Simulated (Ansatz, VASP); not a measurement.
This is a calculation of ZnS for VASP 6.6.1.

Contents of POSCAR:

```
ZnS
1.0
    0.0000000000      2.6468416657      2.6468416657
    2.6468416657      0.0000000000      2.6468416657
    2.6468416657      2.6468416657      0.0000000000
Zn S
1 1
Direct
    0.7500000000      0.7500000000      0.7500000000
    0.0000000000      0.0000000000      0.0000000000
```

INCAR.step1

```
PREC = Accurate
ENCUT = 520
EDIFF = 1E-5
ISMEAR = -1
SIGMA = 0.05
LREAL = F
LASPH = T
NELM = 60
ALGO = Normal
ISIF = 2
LWAVE = T
LCHARG = F
GGA = PE
NBANDS = 16
```

Contents of INCAR.step2:

```
PREC = Accurate
ENCUT = 520
EDIFF = 1E-6
ISMEAR = -1
SIGMA = 0.05
LREAL = F
LASPH = T
NELM = 60
ALGO = Normal
ISIF = 2
LWAVE = F
LCHARG = F
METAGGA = R2SCAN
LHFCALC = T
AEXX = 0.5
LMIXTAU = T
PRECFOCK = Normal
ISTART = 1
NBANDS = 16
```

Contents of KPOINTS:

```
regular mesh
0
Gamma
  5 5 5
```

Potentials or basis: VASP PAW PBE potentials, release 64 (Zn, S).

Run with:

```bash
$ cat potpaw_PBE.64/Zn/POTCAR potpaw_PBE.64/S/POTCAR > POTCAR
$ cp INCAR.step1 INCAR
$ mpirun -np 1 vasp_std > vasp.out
$ cp INCAR.step2 INCAR
$ mpirun -np 1 vasp_std > vasp.out
```

Set up the same calculation for Ansatz 0.2.0. Potentials there: Ansatz PAW.

As run (the cutoff follows the program's own potentials):

File input.yaml:

```yaml
crystal:
  lattice:
    - [0.0, 2.6468416657, 2.6468416657]
    - [2.6468416657, 0.0, 2.6468416657]
    - [2.6468416657, 2.6468416657, 0.0]
  atoms:
    - { symbol: Zn, position: [0.75, 0.75, 0.75] }
    - { symbol: S, position: [0.0, 0.0, 0.0] }
hamiltonian:
  xc: r2scan50
  pseudopotentials: { kind: paw }
kpoints:
  mp_grid: { grid: [5, 5, 5] }
scf:
  occupations: { method: fermi_dirac, width: 0.05 }
output:
  forces: true
  stress: true
  eigenvalues: true
```

Potentials or basis: Ansatz PAW.

Launch:

```bash
$ ansatz run input.yaml --threads 2 --pin off --max-ram 5632MiB --backend cpu --events-out ev --progress --plain --runs-dir out
```

Both were run:

|  | VASP | Ansatz | Ansatz less VASP |
| --- | --- | --- | --- |
| gap on the k mesh at the Fermi level (eV) | 6.44 | 6.41 | -0.030 |
| least direct gap on the mesh (eV) | 6.44 | 6.41 | -0.030 |
| pressure (GPa) | 5.0 | 5.4 | +0.42 |

VASP's potentials were made for PBE, not for r2SCAN50.

Noted on Ansatz's run: odd divisions of the mesh miss points on the zone boundary, where band edges often lie, so the gap on the mesh can be too wide.
